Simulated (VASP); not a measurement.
**LiSi16 (a cell with a defect): single point with PBEsol**

Crystal: LiSi16 (a cell with a defect).

```xyz
17
Lattice="0.0000 5.4300 5.4300 5.4300 0.0000 5.4300 5.4300 5.4300 0.0000" Properties=species:S:1:pos:R:3 pbc="T T T"
Si   -0.0089    0.0086   -0.0105
Si    1.3585    1.3343    1.3566
Si    2.7435    2.6863   -0.0282
Si    4.0952    4.0711    1.3564
Si    2.7255    0.0083    2.7239
Si    4.0722    1.3580    4.0727
Si    5.4217    2.7045    2.7236
Si    6.7890    4.0709    4.0503
Si   -0.0244    2.6894    2.7396
Si    1.3577    4.0717    4.0929
Si    2.7396    5.4533    2.7388
Si    4.0757    6.7829    4.0706
Si    2.7237    2.7060    5.4217
Si    4.0526    4.0715    6.7876
Si    5.4073    5.4525    5.4064
Si    6.7881    6.8068    6.7874
Li    1.3662    4.0604    1.3519
```

```json
{
 "Program": "VASP 6.6.1",
 "Task": "single point",
 "Functional": "PBEsol",
 "Potentials or basis": "VASP PAW PBE potentials, release 64 (Si, Li_sv)",
 "Cutoff": "520 eV",
 "k mesh": "2 × 2 × 2",
 "Occupations": "gaussian, width 0.02 eV",
 "Spin": "no spin polarisation",
 "Dipole correction": "no",
 "Charge": "1",
 "Further INCAR settings": "LREAL = Auto; ALGO = Normal; EDIFF = 1e-06; NBANDS = 48; NELECT = 66.0"
}
```

- Largest force: 0.039 eV/Å

Forces on the atoms (eV/Å):
```
Si   0.006 -0.006  0.009
Si   0.005  0.004 -0.004
Si   0.007 -0.010 -0.005
Si  -0.003 -0.005 -0.005
Si  -0.009 -0.005 -0.006
Si   0.001 -0.001 -0.001
Si   0.004  0.009 -0.005
Si   0.006 -0.006  0.002
Si   0.004 -0.013 -0.001
Si  -0.001 -0.001  0.001
Si   0.011 -0.005  0.001
Si  -0.003  0.005  0.002
Si  -0.003  0.004  0.003
Si  -0.003 -0.001  0.002
Si   0.000 -0.002 -0.010
Si   0.000  0.004  0.001
Li  -0.022  0.029  0.015
```

Levels at points of the mesh, in eV from the Fermi level:
```csv
k point,band 30,band 31,band 32,band 33,band 34,band 35,band 36,band 37
"(0.00, 0.00, 0.00)",-1.34,-0.21,-0.21,-0.20,0.31,0.31,0.31,0.38
"(0.50, 0.00, 0.00)",-1.03,-1.03,-0.94,-0.94,0.89,1.08,1.09,1.27
"(0.00, 0.50, 0.00)",-1.03,-1.03,-0.94,-0.94,0.90,1.08,1.08,1.28
"(0.00, 0.00, 0.50)",-1.03,-1.03,-0.94,-0.94,0.89,1.08,1.08,1.27
"(0.50, 0.50, 0.50)",-1.03,-1.03,-0.94,-0.94,0.90,1.08,1.08,1.28
"(0.50, 0.50, 0.00)",-1.58,-1.58,-1.53,-1.49,0.76,0.83,1.90,2.02
"(0.00, 0.50, 0.50)",-1.58,-1.58,-1.53,-1.49,0.76,0.83,1.90,2.02
"(0.50, 0.00, 0.50)",-1.58,-1.58,-1.53,-1.49,0.76,0.83,1.90,2.02
```

Run time: 7.2 min on 1 thread of Intel(R) Xeon(R) Platinum 8488C (Sapphire Rapids), with other jobs on the host, peak memory 0.47 GiB.

Caveat: the k points lie up to 0.50 Å⁻¹ apart; the cell carries a net charge on a neutralising background, which shifts energy and pressure; the cell is charged against a uniform background, so pressure and absolute levels hang on convention; the PAW data sets were made with another functional, which shifts forces and pressure a little.
